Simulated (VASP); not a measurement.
InCuO, 3 atoms in the cell. Symmetry: P-6m2, No. 187, hexagonal system. Conventional cell: a = 3.459 Å, b = 3.459 Å, c = 4.491 Å, α = 90.00°, β = 90.00°, γ = 120.00°. Within 4.0 Å of In (site symmetry -6m2) lie 6 Cu at 3.01 Å and 6 O at 3.01 Å and 6 In at 3.46 Å. Cu (site symmetry -6m2) has 3 O at 2.00 Å within 2.6 Å. Within 2.6 Å of O (site symmetry -6m2) lie 3 Cu at 2.00 Å. The cell was generated, and may not be a known phase.

| Quantity | Value |
| --- | --- |
| Program | VASP 6.6.1 |
| Task | single point |
| Functional | PBE |
| Potentials or basis | VASP PAW PBE potentials, release 64 (In_d, Cu_sv_GW, O) |
| Cutoff | 820 eV |
| k mesh | 18 × 18 × 10 |
| Occupations | gaussian, width 0.1 eV |
| Spin | no spin polarisation |
| Dipole correction | no |
| Further INCAR settings | ALGO = Normal; EDIFF = 1e-06; NBANDS = 26 |

Potentials or basis: VASP PAW PBE potentials, release 64 (In_d, Cu_sv_GW, O).

Command:

```bash
$ cat potpaw_PBE.64/In_d/POTCAR potpaw_PBE.64/Cu_sv_GW/POTCAR potpaw_PBE.64/O/POTCAR > POTCAR
$ mpirun -np 1 vasp_std > vasp.out
```

Hardware: 1 thread of Intel(R) Xeon(R) 6975P-C (Granite Rapids), with other jobs on the host.

Estimate the wall time of this run.

It took 4.7 min on 1 thread of Intel(R) Xeon(R) 6975P-C (Granite Rapids), on a shared host, peak memory 0.71 GiB. Counts: scf iterations 16, k points 222.
